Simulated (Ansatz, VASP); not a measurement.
## One calculation of AlInAsP3, two programs

```xyz
6
Lattice="4.5506 0.0000 0.0000 0.0000 4.5506 0.0000 0.0000 0.0000 7.1625" Properties=species:S:1:pos:R:3 pbc="T T T"
Al    2.2753    2.2753    0.0000
In    0.0000    0.0000    0.0000
P     0.0000    0.0000    5.2343
P     0.0000    0.0000    1.9281
P     0.0000    0.0000    3.5812
As    2.2753    2.2753    3.5812
```

Alike in both runs: task relaxation of cell and atoms; functional PBE; k mesh 4 × 4 × 4; occupations gaussian, width 0.1 eV; no spin polarisation.

```csv
,VASP,Ansatz
version,VASP 6.6.1,Ansatz 0.2.0
potentials or method,"VASP PAW PBE potentials, release 64 (Al, In_d, P, As), cutoff 500 eV","scalar-relativistic, plane waves, PAW"
valence electrons in the cell,36,46
```

|  | VASP | Ansatz | Ansatz less VASP |
| --- | --- | --- | --- |
| gap on the k mesh at the Fermi level, each at its own relaxed structure (eV) | none | none | - |
| relaxed volume (Å³/atom) | 23.47 | 23.53 | +0.055 |
| relaxed cell length with the largest relative difference (Å) | 3.818 | 3.826 | +0.0072 |

A gap of «none» marks a metal or a gap that the smearing closes. VASP's potentials hold 36 valence electrons a cell and Ansatz's 46, so a difference there can come from the potentials and not from the codes.

Noted on VASP's run: too few bands were computed for a metal, which touches its energy and stress.
